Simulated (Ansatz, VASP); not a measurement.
Ir in VASP and in Ansatz

```
Ir
1.0
     0.00000    1.91582    1.91582
     1.91582    0.00000    1.91582
     1.91582    1.91582    0.00000
Ir
1
Direct
  0.00000 0.00000 0.00000
```

Alike in both runs: functional PBEsol; k mesh 19 × 19 × 19; occupations fermi-dirac, width 0.1 eV; no spin polarisation.

Ansatz relaxed the structure, and its values are those at the end. VASP's run is a single point on that final structure, the one shown.

|  | VASP | Ansatz |
| --- | --- | --- |
| version | VASP 6.6.1 | Ansatz 0.2.0 |
| potentials or method | VASP PAW PBE potentials, release 64 (Ir_sv_GW) | PAW with Ansatz's default frozen-core files, scalar-relativistic |
| plane-wave cutoff (eV) | 560 | 420 |
| valence electrons in the cell | 17 | 17 |

```tsv
	VASP	Ansatz	Ansatz less VASP
pressure (GPa)	-1.9	0.0	+1.90
```

VASP's potentials were made for PBE, not for PBEsol.

Neither program's run includes spin-orbit coupling.
